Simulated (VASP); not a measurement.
# Rh (Fm-3m) in VASP: a series of runs

The runs below take Rh through single point, relaxation of cell and atoms, with PBE+D3(BJ), PBE.

All numbers are computed with VASP 6.6.1; they aren't measurements. Logs are shortened: lines on timing, memory, paths and dates and some standing lists are left out, and cuts for length are marked.

## Step 1: The cell of the first run

Symmetry: Fm-3m, No. 225, cubic system. The conventional cell has a = 3.797 Å, b = 3.797 Å, c = 3.797 Å, α = 90.00°, β = 90.00°, γ = 90.00°. Rh (site symmetry m-3m) has 12 Rh at 2.68 Å within 3.5 Å.

## Step 2: Single point, PBE+D3(BJ)

Input file INCAR:

```
PREC     = Accurate       # precision mode
ENCUT    = 500            # plane-wave cutoff, eV
EDIFF    = 1E-6           # SCF threshold, eV
ISMEAR   = -1             # smearing method
SIGMA    = 0.15           # smearing width, eV
LREAL    = False          # projectors in reciprocal space
LASPH    = True           # aspherical terms in the spheres
NELM     = 120            # most SCF steps
ALGO     = Normal         # electronic algorithm
ISIF     = 2              # what is computed and relaxed
LWAVE    = False          # write WAVECAR
LCHARG   = False          # write CHGCAR
GGA      = PE             # functional
IVDW     = 12             # dispersion correction
NBANDS   = 14             # bands
GGA_COMPAT= False
```

Input file KPOINTS:

```
Automatic mesh
0
Gamma
  10 10 10
```

Input file POSCAR:

```
Rh
1.0
    0.0000000000      1.8984247292      1.8984247292
    1.8984247292      0.0000000000      1.8984247292
    1.8984247292      1.8984247292      0.0000000000
Rh
1
Direct
    0.0000000000      0.0000000000      0.0000000000
```

Potentials or basis: VASP PAW PBE potentials, release 64 (Rh_pv).

Launch:

```console
cat potpaw_PBE.64/Rh_pv/POTCAR > POTCAR
mpirun -np 1 vasp_std > vasp.out
```

OUTCAR:

```text
PREC = Accurate
   ENCUT = 500
   EDIFF = 1E-6
   ISMEAR = -1
   LREAL = False
   LASPH = True
   NELM = 120
   ISIF = 2
   GGA = PE
   IVDW = 12
 IVDW          = 12

 ion  position               nearest neighbor table
   1  0.000  0.000  0.000-

  LATTYP: Found a face centered cubic cell.
 ALAT       =     3.7968494584

  Lattice vectors:

 A1 = (   0.0000000000,   1.8984247292,   1.8984247292)
 A2 = (   1.8984247292,   0.0000000000,   1.8984247292)
 A3 = (   1.8984247292,   1.8984247292,   0.0000000000)

Analysis of symmetry for initial positions (statically):
=====================================================================
 Subroutine PRICEL returns:
 Original cell was already a primitive cell.

 Routine SETGRP: Setting up the symmetry group for a
 face centered cubic supercell.

 Subroutine GETGRP returns: Found 48 space group operations
 (whereof 48 operations were pure point group operations)
 out of a pool of 48 trial point group operations.

The static configuration has the point symmetry O_h .

Analysis of symmetry for dynamics (positions and initial velocities):
=====================================================================
 Subroutine PRICEL returns:
 Original cell was already a primitive cell.

 Routine SETGRP: Setting up the symmetry group for a
 face centered cubic supercell.

 Subroutine GETGRP returns: Found 48 space group operations
 (whereof 48 operations were pure point group operations)
 out of a pool of 48 trial point group operations.

The dynamic configuration has the point symmetry O_h .

 Subroutine INISYM returns: Found 48 space group operations
 (whereof 48 operations are pure point group operations),
 and found     1 'primitive' translations

----------------------------------------------------------------------------------------

                                     Primitive cell

  volume of cell :      13.6839

  direct lattice vectors                    reciprocal lattice vectors
     0.000000000  1.898424729  1.898424729    -0.263376257  0.263376257  0.263376257
     1.898424729  0.000000000  1.898424729     0.263376257 -0.263376257  0.263376257
     1.898424729  1.898424729  0.000000000     0.263376257  0.263376257 -0.263376257

  length of vectors
     2.684777999  2.684777999  2.684777999     0.456181059  0.456181059  0.456181059

  position of ions in fractional coordinates (direct lattice)
     0.000000000  0.000000000  0.000000000

  ion indices of the primitive-cell ions
   primitive index   ion index
                 1           1

----------------------------------------------------------------------------------------

 KPOINTS: Automatic mesh

Automatic generation of k-mesh.
 Grid dimensions read from file:
 generate k-points for:   10   10   10

 Generating k-lattice:

  Cartesian coordinates                     Fractional coordinates (reciprocal lattice)
    -0.026337626  0.026337626  0.026337626     0.100000000  0.000000000  0.000000000
     0.026337626 -0.026337626  0.026337626     0.000000000  0.100000000  0.000000000
     0.026337626  0.026337626 -0.026337626     0.000000000  0.000000000  0.100000000

  Length of vectors
     0.045618106  0.045618106  0.045618106

  Shift w.r.t. Gamma in fractional coordinates (k-lattice)
     0.000000000  0.000000000  0.000000000

 Subroutine IBZKPT returns following result:
 ===========================================

 Found     47 irreducible k-points:

 Following reciprocal coordinates:
            Coordinates               Weight
  0.000000  0.000000  0.000000      1.000000
  0.100000  0.000000  0.000000      8.000000
  0.200000  0.000000  0.000000      8.000000
  0.300000  0.000000  0.000000      8.000000
  0.400000  0.000000  0.000000      8.000000
  0.500000  0.000000  0.000000      4.000000
[... 16 lines left out ...]
  0.300000  0.300000  0.000000      6.000000
  0.400000  0.300000  0.000000     24.000000
 [... further k-points ...]
   k-points           NKPTS =     47   k-points in BZ     NKDIM =     47   number of bands    NBANDS=     14
   number of dos      NEDOS =    301   number of ions     NIONS =      1
   total plane-waves  NPLWV =   8000
   dimension x,y,z NGX =    20 NGY =   20 NGZ =   20
   dimension x,y,z NGXF=    40 NGYF=   40 NGZF=   40
   ions per type =               1
   NGX,Y,Z   is equivalent  to a cutoff of  12.38, 12.38, 12.38 a.u.
   NGXF,Y,Z  is equivalent  to a cutoff of  24.77, 24.77, 24.77 a.u.
 SYSTEM =  unknown system
   PREC   = accura    normal or accurate (medium, high low for compatibility)
   ISTART =      0    job   : 0-new  1-cont  2-samecut
   ICHARG =      2    charge: 1-file 2-atom 10-const
   ISPIN  =      1    spin polarized calculation?
   LNONCOLLINEAR =      F non collinear calculations
   LSORBIT =      F    spin-orbit coupling
   LASPH  =      T    aspherical Exc in radial PAW
   ENCUT  =  500.0 eV  36.75 Ry    6.06 a.u.   4.89  4.89  4.89*2*pi/ulx,y,z
   NELM   =    120;   NELMIN=  2; NELMDL= -5     # of ELM steps
   EDIFF  = 0.1E-05   stopping-criterion for ELM
   LREAL  =      F    real-space projection
   EDIFFG = 0.1E-04   stopping-criterion for IOM
   NSW    =      0    number of steps for IOM
   IBRION =     -1    ionic relax: 0-MD 1-quasi-New 2-CG
   NFREE  =      0    steps in history (QN), initial steepest desc. (CG)
   ISIF   =      2    stress and relaxation
   ISYM   =      2    0-nonsym 1-usesym 2-fastsym
   POTIM  = 0.5000    time-step for ionic-motion
   TEBEG  =    0.0;   TEEND  =   0.0 temperature during run
   PSTRESS=    0.0 pullay stress
   NELECT =      15.0000    total number of electrons
   NUPDOWN=      -1.0000    fix difference up-down
   EMIN   =  10.00;   EMAX   =-10.00  energy-range for DOS
   EFERMI =   0.00;   METHOD = LEGACY
   ISMEAR =    -1;   SIGMA  =   0.15  broadening in eV -4-tet -1-fermi 0-gaus
   EFERMI_NEDOS =   21; number of points for ismear=-14 and -15
   IALGO  =     38    algorithm
   IMIX   =      4    mixing-type and parameters
     AMIX     =   0.40;   BMIX     =  1.00
     AMIX_MAG =   1.60;   BMIX_MAG =  1.00
  volume/ion in A,a.u.               =      13.68        92.34
  Fermi-wavevector in a.u.,A,eV,Ry     =   1.687985  3.189829 38.766981  2.849293
  Thomas-Fermi vector in A             =   2.770372
   LORBIT       =      0    0 simple, 1 ext, 2 COOP (PROOUT), +10 PAW based schemes
   GGA     = PE    functional components
   LHFCALC =     F    Hartree Fock is set to
   AEXX    =    0.0000 exact exchange contribution
   IVDW    =    12    specifies the selected vdW correction
   LEPSILON=     F    determine dielectric tensor
   LRPA    =     F    only Hartree local field effects (RPA)
 non-spin polarized calculation
  energy-cutoff  :      500.00
  volume of cell :       13.68
 maximum number of plane-waves:       360
   NGX =  9   NGY =  9   NGZ =  9

 number of electron      15.0000007 magnetization

 Free energy of the ion-electron system (eV)
  ---------------------------------------------------
  ext. energy  EPLUGINS =         0.00000000
  ---------------------------------------------------
  free energy    TOTEN  =        -7.31050468 eV

  energy without entropy =       -7.21188883  energy(sigma->0) =       -7.26119676

 E-fermi :  11.9835     XC(G=0): -14.0620

 val. band max:       11.9637140481   @ k =   0.3000   0.3000   0.0000
 cond. band min:      11.9902824925   @ k =  -0.3000   0.3000   0.1000
 fundamental gap:      0.0265684443
 Fermi energy:        11.9835065933

 k-point     1 :       0.0000    0.0000    0.0000
  band No.  band energies     occupation
      1     -34.3933      2.00000
      2     -34.3933      2.00000
      3     -34.3933      2.00000
      4       3.9972      2.00000
      5       8.8933      2.00000
      6       8.8933      2.00000
      7       8.8933      2.00000
      8      10.9941      1.99727
      9      10.9941      1.99727
     10      27.9845      0.00000
     11      32.5121      0.00000
     12      33.4710      0.00000
     13      33.4710      0.00000
     14      33.4710      0.00000

 k-point     2 :       0.1000    0.0000    0.0000
  band No.  band energies     occupation
      1     -34.4667      2.00000
      2     -34.4032      2.00000
      3     -34.4032      2.00000
      4       4.3934      2.00000
      5       8.7287      2.00000
      6       9.0415      2.00000
      7       9.0415      2.00000
      8      10.9179      1.99836
      9      10.9179      1.99836
     10      28.5417      0.00000
     11      31.6222      0.00000
     12      32.5138      0.00000
     13      34.0550      0.00000
     14      34.0550      0.00000

 k-point     3 :       0.2000    0.0000    0.0000
  band No.  band energies     occupation
      1     -34.6565      2.00000
      2     -34.4291      2.00000
      3     -34.4291      2.00000
      4       5.3617      2.00000
      5       8.5499      2.00000
      6       9.2666      2.00000
      7       9.2666      2.00000
      8      10.9439      1.99805
      9      10.9439      1.99805
     10      28.6368      0.00000
     11      29.5750      0.00000
     12      32.5128      0.00000
     13      35.6075      0.00000
     14      35.6075      0.00000
[... 324 lines left out ...]
 k-point    23 :       0.3000    0.3000    0.0000
  band No.  band energies     occupation
      1     -34.8629      2.00000
      2     -34.5728      2.00000
      3     -34.5728      2.00000
      4       6.4139      2.00000
      5       6.8566      2.00000
      6      10.7854      1.99932
      7      11.1522      1.99219
      8      11.1522      1.99219
      9      11.9637      1.06588
     10      29.3040      0.00000
     11      29.3040      0.00000
     12      29.6498      0.00000
     13      32.5051      0.00000
     14      33.0353      0.00000

 k-point    24 :       0.4000    0.3000    0.0000
  band No.  band energies     occupation
      1     -34.9614      2.00000
      2     -34.6269      2.00000
      3     -34.6035      2.00000
      4       6.3558      2.00000
      5       6.6838      2.00000
      6      10.5507      1.99986
      7      11.3104      1.97775
      8      12.4798      0.07056
      9      13.4065      0.00015
     10      26.3363      0.00000
     11      28.1717      0.00000
     12      28.2826      0.00000
     13      32.5079      0.00000
     14      33.8634      0.00000

 [... further k-points ...]

------------------------ aborting loop because EDIFF is reached ----------------------------------------

 Edisp (eV)   -0.65051

 E8    (eV) :    -0.2920

  FORCE on cell =-STRESS in cart. coord.  units (eV):
  Direction    XX          YY          ZZ          XY          YZ          ZX
  --------------------------------------------------------------------------------------
  -------------------------------------------------------------------------------------
  Total       0.02132     0.02132     0.02132    -0.00000     0.00000    -0.00000
  in kB       2.49580     2.49580     2.49580    -0.00000     0.00000    -0.00000
  external pressure =        2.50 kB  Pullay stress =        0.00 kB

 VOLUME and BASIS-vectors are now :
 -----------------------------------------------------------------------------
  energy-cutoff  :      500.00
  volume of cell :       13.68
      direct lattice vectors                 reciprocal lattice vectors
     0.000000000  1.898424729  1.898424729    -0.263376257  0.263376257  0.263376257
     1.898424729  0.000000000  1.898424729     0.263376257 -0.263376257  0.263376257
     1.898424729  1.898424729  0.000000000     0.263376257  0.263376257 -0.263376257

 POSITION                                       TOTAL-FORCE (eV/Angst)
 -----------------------------------------------------------------------------------
      0.00000      0.00000      0.00000        -0.000000      0.000000      0.000000
 -----------------------------------------------------------------------------------
    total drift:                                0.000000     -0.000000     -0.000000

  FREE ENERGIE OF THE ION-ELECTRON SYSTEM (eV)
  ---------------------------------------------------
  free  energy   TOTEN  =        -7.9610150216 eV

  energy  without entropy=       -7.8623991712  energy(sigma->0) =       -7.91170710
```

Run time: 5.5 s. Hardware: 1 thread of Intel Xeon Platinum 8488C (Sapphire Rapids), shared host; peak memory 0.13 GiB.

What came out:

* Free energy: -7.9610 eV
* Pressure: 0.2 GPa
* Dispersion energy per atom: -0.651 eV

Caveat: pairwise dispersion overbinds metals, which lowers pressure and volume.

## Step 3: Single point, PBE

This run uses another cell than the first one, of 14.09 Å³/atom, 1.030 times its volume.

Input file INCAR:

```
  PREC = Accurate
  ENCUT = 500
  EDIFF = 1E-6
  ISMEAR = -1
  SIGMA = 0.15
  LREAL = F
  LASPH = T
  NELM = 120
  ALGO = Normal
  ISIF = 2
  LWAVE = F
  LCHARG = F
  GGA = PE
  NBANDS = 14
  GGA_COMPAT = F
```

KPOINTS is that of step 2.

Input file POSCAR:

```
Rh
1.0
    0.0000000000      1.9169219658      1.9169219658
    1.9169219658      0.0000000000      1.9169219658
    1.9169219658      1.9169219658      0.0000000000
Rh
1
Direct
    0.0000000000      0.0000000000      0.0000000000
```

Potentials or basis: VASP PAW PBE potentials, release 64 (Rh_pv).

Launch:

```console
cat potpaw_PBE.64/Rh_pv/POTCAR > POTCAR
mpirun -np 1 vasp_std > vasp.out
```

Wall time 6.4 s (1 thread of Intel Xeon Platinum 8488C (Sapphire Rapids), shared host); peak memory 0.12 GiB.

The run converged. Its results:

```
Free energy : -7.3206 eV
Pressure    : 0.2 GPa
```

Levels at points of the mesh, in eV from the Fermi level:
```tsv
k point	band 5	band 6	band 7	band 8	band 9	band 10
(0.00, 0.00, 0.00)	-2.95	-2.95	-2.95	-0.94	-0.94	16.02
(0.50, 0.00, 0.00)	-3.02	-3.02	0.56	0.56	0.77	8.41
(0.50, 0.50, 0.00)	-5.72	0.53	0.96	0.96	3.25	11.98
```

[end of part 1 of 2]
